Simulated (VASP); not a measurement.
LiF: single point with r2SCAN

LiF:

```
Li F
1.0
     0.00000    2.07467    1.94683
     2.07467    0.00000    1.94683
     2.07467    2.07467    0.00000
Li F
1 1
Direct
  0.00000 0.00000 0.00000
  0.50000 0.50000 0.50000
```

This cell differs from its parent crystal: epitaxial xy strain +4.0%.

```yaml
Program: VASP 6.6.1
Task: single point
Functional: r2SCAN
Potentials_or_basis: VASP PAW PBE potentials, release 64 (Li_sv, F)
Cutoff: 520 eV
k_mesh: 10 × 10 × 10
Occupations: gaussian, width 0.01 eV
Spin: no spin polarisation
```

- Band gap on the k mesh: 9.95 eV, direct

Levels at points of the mesh, in eV from the valence-band top:
```
           k point  band 2  band 3  band 4  band 5  band 6  band 7  band 8  band 9
(0.00, 0.00, 0.00)  -21.08   -0.17    0.00    0.00    9.95   25.07   25.07   25.14
(0.50, 0.00, 0.00)  -20.69   -2.46   -0.34   -0.23   11.64   17.75   19.58   20.85
(0.50, 0.50, 0.00)  -20.40   -2.91   -1.14   -1.14   16.60   16.69   18.85   20.95
(0.50, 0.00, 0.50)  -20.47   -2.96   -1.16   -0.77   15.37   17.61   18.69   21.38
```

It took 61 s on 1 thread of Intel(R) Xeon(R) Platinum 8488C (Sapphire Rapids) (shared host), peak memory 0.14 GiB.

Caveat: the cell differs from its parent crystal (epitaxial xy strain +4.0%). A k mesh can miss the band edges.
